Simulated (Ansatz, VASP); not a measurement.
## SrB in VASP and in Ansatz

```
CELL_PARAMETERS angstrom
0.00000 2.97962 2.97962
2.97962 0.00000 2.97962
2.97962 2.97962 0.00000
ATOMIC_POSITIONS crystal
Sr 0.50000 0.50000 0.50000
B 0.00000 0.00000 0.00000
```

Alike in both runs: task single point; functional PBEsol; k mesh 10 × 10 × 10; occupations gaussian, width 0.05 eV; no spin polarisation.

```csv
,VASP,Ansatz
version,VASP 6.6.1,Ansatz 0.2.0
potentials or method,"VASP PAW PBE potentials, release 64 (Sr_sv, B), cutoff 520 eV","scalar-relativistic, plane waves, PAW"
valence electrons in the cell,13,13
```

Ansatz gave:

* gap on the k mesh at the Fermi level (eV): none
* pressure (GPa): -1.4

Task: Which values does VASP return?

Result: gap on the k mesh at the Fermi level (eV): none; pressure (GPa): -1.3.

VASP's potentials were made for PBE, not for PBEsol. A gap of «none» marks a metal or a gap that the smearing closes.
